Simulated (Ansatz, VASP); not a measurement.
# SiC5: VASP beside Ansatz

```
Si C
1.0
     2.32611    1.34298    3.98454
    -2.32611    1.34298    3.98454
     0.00000   -2.68596    3.98454
Si C
1 5
Cartesian
  0.0000 0.0000 0.0000
  -0.5585 1.3430 3.9845
  0.0000 0.0000 3.9852
  -0.8838 -1.1552 3.9845
  0.0000 0.0000 7.9684
  1.4423 -0.1878 3.9845
```

Alike in both runs: functional PBE; k mesh 4 × 4 × 4; occupations gaussian, width 0.2 eV; no spin polarisation.

Ansatz relaxed the structure, and its values are those at the end. VASP's run is a single point on that final structure, the one shown.

|  | VASP | Ansatz |
| --- | --- | --- |
| version | VASP 6.6.1 | Ansatz 0.2.0 |
| potentials or method | VASP PAW PBE potentials, release 64 (Si, C), cutoff 520 eV | scalar-relativistic, plane waves, PAW |
| valence electrons in the cell | 24 | 24 |

```tsv
	VASP	Ansatz	Ansatz less VASP
gap on the k mesh at the Fermi level (eV)	none	none	-
pressure (GPa)	0.2	0.1	-0.16
rms of the force components (eV/Å)	0.016	0.005	-0.0116
```

A gap of «none» marks a metal or a gap that the smearing closes. The functional is the same, so the differences come from potentials, cutoffs and numerics.

The k mesh is coarse, so the values compare programs but aren't converged.
